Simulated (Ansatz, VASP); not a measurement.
## One calculation of Te2Mo, two programs

Contents of INCAR:

```
PREC = Accurate ; ENCUT = 520
EDIFF = 1E-6 ; ISMEAR = -1
SIGMA = 0.05 ; LREAL = False
LASPH = True ; NELM = 100
ALGO = Normal ; ISIF = 2
LWAVE = False ; LCHARG = False
GGA = PE ; ALDAC = 0.0
AGGAC = 0.0 ; NBANDS = 35
```

File KPOINTS:

```
regular mesh
0
Gamma
  4 8 1
```

Contents of POSCAR:

```
Te2Mo
1.0
    6.2756307866      0.0000000000      0.0000000000
    0.0000000000      3.4333648200      0.0000000000
   -0.0845824159      0.0000000000     35.6869671492
Te Mo
4 2
Direct
    0.4292511000      0.7500000000      0.5407035800
    0.5707489000      0.2500000000      0.4592964200
    0.9208478700      0.2500000000      0.5565273200
    0.0791521300      0.7500000000      0.4434726800
    0.1813475600      0.2500000000      0.4974653700
    0.8186524400      0.7500000000      0.5025346300
```

The input input.yaml:

```yaml
crystal:
  lattice:
    - [6.2756307866, 0.0, 0.0]
    - [0.0, 3.43336482, 0.0]
    - [-0.0845824159, 0.0, 35.6869671492]
  atoms:
    - { symbol: Te, position: [0.4292511, 0.75, 0.54070358] }
    - { symbol: Te, position: [0.5707489, 0.25, 0.45929642] }
    - { symbol: Te, position: [0.92084787, 0.25, 0.55652732] }
    - { symbol: Te, position: [0.07915213, 0.75, 0.44347268] }
    - { symbol: Mo, position: [0.18134756, 0.25, 0.49746537] }
    - { symbol: Mo, position: [0.81865244, 0.75, 0.50253463] }
hamiltonian:
  xc: { exchange: pbe, correlation: none }
  pseudopotentials: { kind: paw }
kpoints:
  mp_grid: { grid: [4, 8, 1] }
scf:
  occupations: { method: fermi_dirac, width: 0.05 }
output:
  forces: true
  stress: true
  eigenvalues: true
  write_density: true
  write_potential: true
  elf: true
  volumetric_format: npy
```

Alike in both runs: task single point; functional PBE exchange alone; k mesh 4 × 8 × 1; occupations fermi-dirac, width 0.05 eV; no spin polarisation.

```csv
,VASP,Ansatz
version,VASP 6.6.1,Ansatz 0.2.0
potentials or method,"VASP PAW PBE potentials, release 64 (Te, Mo_sv)",Ansatz PAW
plane-wave cutoff (eV),520,420
valence electrons in the cell,52,92
```

|  | VASP | Ansatz | Ansatz less VASP |
| --- | --- | --- | --- |
| gap on the k mesh at the Fermi level (eV) | none | none | - |
| rms of the force components (eV/Å) | 1.025 | 1.010 | -0.0147 |

VASP's potentials were made for PBE, not for PBE exchange alone. Atom by atom the forces differ by 0.015 eV/Å (rms over components). A gap of «none» marks a metal or a gap that the smearing closes. VASP's potentials hold 52 valence electrons a cell and Ansatz's 92, so a difference there can come from the potentials and not from the codes.

Spin-orbit coupling is off throughout.
